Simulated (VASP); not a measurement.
# CsRe (P1) in VASP: a series of runs, part 2 of 2

VASP 6.6.1.

## (3) Single point, PBE

The input, INCAR:

```
  PREC = Accurate
  ENCUT = 520
  EDIFF = 1E-6
  ISMEAR = -1
  SIGMA = 0.1
  LREAL = F
  LASPH = T
  NELM = 100
  ALGO = Fast
  ISIF = 2
  LWAVE = F
  LCHARG = T
  GGA = PE
  LELF = T
  LVHAR = T
  NBANDS = 15
```

The input, KPOINTS:

```
regular mesh
0
Gamma
  9 9 6
```

The input, POSCAR:

```
CsRe
1.0
    3.6893539700      0.0000000000      0.0000000000
   -1.8446769800      3.1950742600      0.0000000000
    0.0000000000      0.0000000000      5.6314427200
Cs Re
1 1
Direct
    0.0028220000      0.0177320000      0.4944620000
    0.0100150000      0.0159480000      0.0002110000
```

Potentials or basis: VASP PAW PBE potentials, release 64 (Cs_sv, Re).

Launch:

```sh
$ cat potpaw_PBE.64/Cs_sv/POTCAR potpaw_PBE.64/Re/POTCAR > POTCAR
$ mpirun -np 1 vasp_std > vasp.out
```

OUTCAR:

```text
PREC = Accurate
   ENCUT = 520
   EDIFF = 1E-6
   ISMEAR = -1
   LREAL = F
   LASPH = T
   NELM = 100
   ISIF = 2
   GGA = PE

 ion  position               nearest neighbor table
   1  0.003  0.018  0.494-   2 2.78   2 2.85
   2  0.010  0.016  0.000-   1 2.78   1 2.85

  LATTYP: Found a hexagonal cell.
 ALAT       =     3.6893539700
 C/A-ratio  =     1.5264034749

  Lattice vectors:

 A1 = (   3.6893539700,   0.0000000000,   0.0000000000)
 A2 = (  -1.8446769800,   3.1950742600,   0.0000000000)
 A3 = (   0.0000000000,   0.0000000000,   5.6314427200)

Analysis of symmetry for initial positions (statically):
=====================================================================
 Subroutine PRICEL returns:
 Original cell was already a primitive cell.

 Routine SETGRP: Setting up the symmetry group for a
 hexagonal supercell.

 Subroutine GETGRP returns: Found  1 space group operations
 (whereof  1 operations were pure point group operations)
 out of a pool of 24 trial point group operations.

The static configuration has the point symmetry C_1 .

[... 172 lines left out ...]
      4      -5.6149      2.00000
      5      -0.9532      2.00000
      6       1.5451      2.00000
      7       2.6881      1.77069
      8       2.6882      1.77056
      9       2.8483      1.21763
     10       2.8489      1.21493
     11       4.8190      0.00000
     12       7.2688      0.00000
     13       7.7766      0.00000
     14       7.7769      0.00000
[... 401 lines left out ...]
      2      -7.7904      2.00000
      3      -6.7635      2.00000
      4      -6.3453      2.00000
      5       1.0700      2.00000
      6       1.2064      2.00000
      7       1.7966      1.99997
      8       2.3929      1.98656
      9       2.8537      1.19164
     10       4.2174      0.00000
     11       5.3951      0.00000
     12       6.9632      0.00000
     13       7.9312      0.00000
     14       9.7367      0.00000
     15       9.7490      0.00000

 [... further k-points ...]

------------------------ aborting loop because EDIFF is reached ----------------------------------------

  FORCE on cell =-STRESS in cart. coord.  units (eV):
  Direction    XX          YY          ZZ          XY          YZ          ZX
  --------------------------------------------------------------------------------------
  -------------------------------------------------------------------------------------
  Total       -5.0464139     -5.0476973      0.7284367     -0.0002415      0.0014104     -0.0071837
  in kB     -121.7986564   -121.8296321     17.5813185     -0.0058280      0.0340402     -0.1733845
  external PRESSURE =     -75.3489900 kB  Pullay stress =       0.0000000 kB

 VOLUME and BASIS-vectors are now :
 -----------------------------------------------------------------------------
  energy-cutoff  :      520.00
  volume of cell :       66.38
      direct lattice vectors                 reciprocal lattice vectors
     3.689353970  0.000000000  0.000000000     0.271050164  0.156490885  0.000000000
    -1.844676980  3.195074260  0.000000000     0.000000000  0.312981771  0.000000000
     0.000000000  0.000000000  5.631442720     0.000000000  0.000000000  0.177574389

 POSITION                                       TOTAL-FORCE (eV/Angst)
 -----------------------------------------------------------------------------------
     -0.02230      0.05666      2.78453         0.007461     -0.001439      0.231182
      0.00753      0.05096      0.00119        -0.007461      0.001439     -0.231182
 -----------------------------------------------------------------------------------
    total drift:                               -0.000122     -0.000010     -0.000119

  FREE ENERGIE OF THE ION-ELECTRON SYSTEM (eV)
  ---------------------------------------------------
  free  energy   TOTEN  =        -6.9958446361 eV

  energy  without entropy=       -6.8594844150  energy(sigma->0) =       -6.92766453
```

OSZICAR:

```text
N       E                     dE             d eps       ncg     rms          rms(c)
DAV:   1     0.725321623591E+02    0.72532E+02   -0.67730E+03 11015   0.996E+02
DAV:   2    -0.299820613028E+01   -0.75530E+02   -0.68879E+02 12179   0.201E+02
DAV:   3    -0.750596040319E+01   -0.45078E+01   -0.44369E+01 11617   0.552E+01
DAV:   4    -0.754553321447E+01   -0.39573E-01   -0.39411E-01  8731   0.436E+00
DAV:   5    -0.754701047859E+01   -0.14773E-02   -0.14757E-02 12263   0.864E-01    0.900E+00
RMM:   6    -0.705289719887E+01    0.49411E+00   -0.23963E-01  8991   0.147E+01    0.199E+00
RMM:   7    -0.701598049936E+01    0.36917E-01   -0.90370E-01 11111   0.531E+00    0.819E-01
RMM:   8    -0.699675006983E+01    0.19230E-01   -0.72918E-02 10524   0.322E+00    0.831E-01
RMM:   9    -0.699472511552E+01    0.20250E-02   -0.38703E-02 11283   0.202E+00    0.160E-01
RMM:  10    -0.699569201501E+01   -0.96690E-03   -0.10058E-02 11873   0.586E-01    0.870E-02
RMM:  11    -0.699580159169E+01   -0.10958E-03   -0.17163E-03 11703   0.262E-01    0.231E-02
RMM:  12    -0.699583360933E+01   -0.32018E-04   -0.36784E-04 11368   0.957E-02    0.151E-02
RMM:  13    -0.699584359685E+01   -0.99875E-05   -0.77068E-05 10669   0.523E-02    0.443E-03
RMM:  14    -0.699584393303E+01   -0.33618E-06   -0.10742E-05  8465   0.438E-02    0.939E-03
RMM:  15    -0.699584463605E+01   -0.70303E-06   -0.35599E-06  7347   0.489E-02
   1 F= -.69958446E+01 E0= -.69276645E+01  d E =-.136360E+00
```

It took 7.7 min on 1 thread of Oxide Virtual Turin-like, shared host; peak memory 0.35 GiB.

Results:

| Quantity | Value |
| --- | --- |
| Free energy | -6.9958 eV |
| Pressure | -7.5 GPa |
| Largest force | 0.231 eV/Å |
| Band gap on the k mesh | zero (bands 8 and 9 overlap by 1.09 eV) |

Forces in eV/Å, atoms in the order of the input:
```
Cs   0.007 -0.001  0.231
Re  -0.007  0.001 -0.231
```

Caveat: the stress differs along the axes, from -12 to 2 GPa; spin-orbit coupling is left out, which moves the levels of the heavy elements.

## (4) Single point, PBE

The input, INCAR:

```
SYSTEM = CsRe
  PREC = Accurate
  ENCUT = 520
  EDIFF = 1E-7
  ISMEAR = -1
  SIGMA = 0.1
  LREAL = .False.
  LASPH = .True.
  NELM = 80
  ALGO = Fast
  ISIF = 2
  LWAVE = .False.
  LCHARG = .False.
  GGA = PE
  NBANDS = 15
```

The input, KPOINTS:

```
regular mesh
0
Gamma
  11 11 7
  0 0 0
```

POSCAR is that of step 3.

Launch:

```sh
$ cat potpaw_PBE.64/Cs_sv/POTCAR potpaw_PBE.64/Re/POTCAR > POTCAR
$ mpirun -np 1 vasp_std > vasp.out
```

Run time: 13 min. Hardware: 1 thread of Oxide Virtual Turin-like, shared host; peak memory 0.51 GiB.

The run converged. Its results:

| Item | Value |
| --- | --- |
| Free energy | -6.9633 eV |
| Pressure | -7.6 GPa |
| Largest force | 0.219 eV/Å |
| Band gap on the k mesh | zero (bands 8 and 9 overlap by 0.90 eV) |

Forces in eV/Å, atoms in the order of the input:
```
Cs  -0.034  0.006  0.216
Re   0.034 -0.006 -0.216
```

Stress tensor (GPa, compression positive):
```
-12.15   0.00  -0.02
  0.00 -12.16   0.00
 -0.02   0.00   1.53
```

Levels at points of the mesh, in eV from the Fermi level:
| k point | band 6 | band 7 | band 8 | band 9 | band 10 | band 11 |
| --- | --- | --- | --- | --- | --- | --- |
| (0.00, 0.00, 0.00) | -1.39 | -0.22 | -0.22 | -0.07 | -0.07 | 1.89 |

Caveat: the stress differs along the axes, from -12 to 2 GPa; spin-orbit coupling is left out, which moves the levels of the heavy elements.

## (5) The runs side by side

| k mesh | gap on the mesh (eV) | pressure (GPa) | largest force (eV/Å) |
| --- | --- | --- | --- |
| 8 × 8 × 4 | none | -6.5 | 0.24 |
| 9 × 9 × 6 | none | -7.5 | 0.23 |
| 11 × 11 × 7 | none | -7.6 | 0.22 |

Alike in all rows: task single point; level PBE; potentials or basis VASP PAW PBE potentials, release 64 (Cs_sv, Re); no spin polarisation; cell as given; cutoff (eV) 520; smearing fermi-dirac 0.1 eV.

Caveats: spin-orbit coupling is left out, which moves the levels of the heavy elements; the stress differs along the axes, from -12 to 2 GPa (at least some runs); the stress differs along the axes, from -12 to 5 GPa (at least some runs).

Absolute energies hang on the potentials; compare differences alone.
